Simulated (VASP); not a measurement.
AlN, 4 atoms in the cell. It takes space group P6_3/mmc (No. 194, hexagonal). The conventional cell has a = 3.496 Å, b = 3.496 Å, c = 4.046 Å, α = 90.00°, β = 90.00°, γ = 120.00°. Al (site symmetry -6m2) has 5 N at 2.02 Å within 2.7 Å. N (site symmetry -6m2) has 5 Al at 2.02 Å within 2.7 Å.  This cell differs from its parent crystal: volume 10.708 Å^3 an atom, c/a of the conventional cell 1.1574.

- Program: VASP 6.6.1
- Task: single point
- Functional: PBEsol
- Potentials or basis: VASP PAW PBE potentials, release 64 (Al, N)
- Cutoff: 520 eV
- k mesh: 9 × 9 × 6
- Occupations: gaussian, width 0.05 eV
- Spin: no spin polarisation
- Dipole correction: no
- Further INCAR settings: ALGO = Normal; EDIFF = 1e-07; NBANDS = 16

Potentials or basis: VASP PAW PBE potentials, release 64 (Al, N).

The run is started by

```console
$ cat potpaw_PBE.64/Al/POTCAR potpaw_PBE.64/N/POTCAR > POTCAR
$ mpirun -np 1 vasp_std > vasp.out
```

Hardware: 1 thread of Intel(R) Xeon(R) Platinum 8488C (Sapphire Rapids), with other jobs on the host.

Question: Estimate the wall time of this run.

Answer: Run time: 20 s on 1 thread of Intel(R) Xeon(R) Platinum 8488C (Sapphire Rapids), on a shared host, peak memory 0.16 GiB. Counts: scf iterations 14, k points 48.
